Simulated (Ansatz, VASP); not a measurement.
One calculation of Si, two programs

```
Si
1.0
    -1.31079    1.31079    2.13561
     1.31079   -1.31079    2.13561
     1.31079    1.31079   -2.13561
Si
1
Direct
  0.00000 0.00000 0.00000
```

Alike in both runs: task relaxation of cell and atoms; functional PBE; k mesh 30 × 30 × 30; occupations gaussian, width 0.1 eV; no spin polarisation.

```csv
,VASP,Ansatz
version,VASP 6.6.1,Ansatz 0.2.0
potentials or method,"VASP PAW PBE potentials, release 64 (Si), cutoff 600 eV","scalar-relativistic, plane waves, PAW"
valence electrons in the cell,4,4
```

|  | VASP | Ansatz | Ansatz less VASP |
| --- | --- | --- | --- |
| gap on the k mesh at the Fermi level, each at its own relaxed structure (eV) | none | none | - |
| relaxed volume (Å³/atom) | 14.83 | 14.83 | +0.008 |
| relaxed cell length with the largest relative difference (Å) | 2.906 | 2.907 | +0.0009 |

A gap of «none» marks a metal or a gap that the smearing closes.
